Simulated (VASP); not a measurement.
Set up this calculation in VASP 6.6.1, as the native input.

```
Task                   : single point
Functional             : r2SCAN
Potentials or basis    : VASP PAW PBE potentials, release 64 (Cs_sv, Br)
Cutoff                 : 550 eV
k mesh                 : 6 × 6 × 6
Occupations            : gaussian, width 0.01 eV
Spin                   : no spin polarisation
Dipole correction      : no
Further INCAR settings : ALGO = Normal; EDIFF = 1e-06; NBANDS = 15
```

Crystal: CsBr.

```xyz
2
Lattice="4.3194 0.0000 0.0000 0.0000 4.3194 0.0000 0.0000 0.0000 4.3194" Properties=species:S:1:pos:R:3 pbc="T T T"
Cs    0.0000    0.0000    0.0000
Br    2.1597    2.1597    2.1597
```

One way to write it, as run:

POSCAR

```
CsBr
1.0
    4.3193779122      0.0000000000      0.0000000000
    0.0000000000      4.3193779122      0.0000000000
    0.0000000000      0.0000000000      4.3193779122
Cs Br
1 1
Direct
    0.0000000000      0.0000000000      0.0000000000
    0.5000000000      0.5000000000      0.5000000000
```

INCAR.step1

```
SYSTEM = CsBr
PREC = Accurate
ENCUT = 550
ISMEAR = 0
SIGMA = 0.01
LREAL = .False.
LASPH = .True.
NELM = 120
NBANDS = 15
GGA = PE
ALGO = Normal
EDIFF = 1E-5
LWAVE = .True.
LCHARG = .False.
GGA_COMPAT = .False.
```

INCAR.step2

```
SYSTEM = CsBr
PREC = Accurate
ENCUT = 550
EDIFF = 1E-6
ISMEAR = 0
SIGMA = 0.01
LREAL = .False.
LASPH = .True.
NELM = 120
ALGO = Normal
ISIF = 2
LWAVE = .False.
LCHARG = .True.
METAGGA = R2SCAN
LMIXTAU = .True.
LELF = .True.
LVHAR = .True.
NBANDS = 15
ISTART = 1
GGA_COMPAT = .False.
```

KPOINTS

```
regular mesh
0
Gamma
  6 6 6
  0 0 0
```

Potentials or basis: VASP PAW PBE potentials, release 64 (Cs_sv, Br).

The run is started by

```console
$ cat potpaw_PBE.64/Cs_sv/POTCAR potpaw_PBE.64/Br/POTCAR > POTCAR
$ cp INCAR.step1 INCAR
$ mpirun -np 1 vasp_std > vasp.out
$ cp INCAR.step2 INCAR
$ mpirun -np 1 vasp_std > vasp.out
```

It gave:

- Pressure: 0.1 GPa
- Band gap on the k mesh: 5.19 eV, indirect (the least direct gap lies 4.8 meV higher)

Caveat: the PAW data sets were made with another functional, which shifts forces and pressure a little; spin-orbit coupling is left out, which moves the levels of the heavy elements.

It took 65 s on 1 thread of Intel(R) Xeon(R) Platinum 8488C (Sapphire Rapids) (shared host), peak memory 0.22 GiB.
